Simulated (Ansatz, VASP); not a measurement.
# One calculation of W, two programs

Contents of INCAR:

```
ALGO     = Normal         # electronic algorithm
EDIFF    = 1E-7           # SCF threshold, eV
ENCUT    = 520            # plane-wave cutoff, eV
GGA      = PS             # functional
ISIF     = 2              # what is computed and relaxed
ISMEAR   = -1             # smearing method
LASPH    = True           # aspherical terms in the spheres
LCHARG   = False          # write CHGCAR
LREAL    = False          # projectors in reciprocal space
LWAVE    = False          # write WAVECAR
NBANDS   = 13             # bands
NELM     = 60             # most SCF steps
PREC     = Accurate       # precision mode
SIGMA    = 0.1            # smearing width, eV
```

The input KPOINTS:

```
k-points
0
Gamma
  14 14 14
```

The input POSCAR:

```
W
1.0
    2.6775159249      0.0000000000      0.0000000000
    0.0000000000      2.6775159249      0.0000000000
    0.0000000000      0.0000000000      2.6775159249
W
1
Direct
    0.0000000000      0.0000000000      0.0000000000
```

Input for Ansatz:

```yaml
crystal:
  lattice:
    - [2.6775159249, 0.0, 0.0]
    - [0.0, 2.6775159249, 0.0]
    - [0.0, 0.0, 2.6775159249]
  atoms:
    - { symbol: W, position: [0.0, 0.0, 0.0] }
hamiltonian:
  xc: pbesol
  pseudopotentials:
    kind: paw
    azcp:
      W: "pseudopotentials/W.paw.azcp"
basis:
  ecutwfc: 420
  fft_grid_basis: typed
kpoints:
  mp_grid: { grid: [14, 14, 14], shift: [0, 0, 0] }
magnetization:
  spin_polarized: false
scf:
  occupations: { method: fermi_dirac, width: 0.1 }
  lower_state_search: "off"
output:
  stress: true
```

Alike in both runs: task single point; functional PBEsol; k mesh 14 × 14 × 14; occupations fermi-dirac, width 0.1 eV; no spin polarisation.

|  | VASP | Ansatz |
| --- | --- | --- |
| version | VASP 6.6.1 | Ansatz 0.2.0 |
| potentials or method | VASP PAW PBE potentials, release 64 (W_sv), cutoff 520 eV | plane waves (420 eV) with PAW, scalar-relativistic |
| valence electrons in the cell | 14 | 14 |

Ansatz gave:

| Quantity | Value |
| --- | --- |
| pressure (GPa) | -14.9 |

Question: Estimate VASP's values.

Answer: Pressure (GPa): -14.4.

VASP's potentials were made for PBE, not for PBEsol, and Ansatz warns of the same on its side.

Spin-orbit coupling is off throughout.
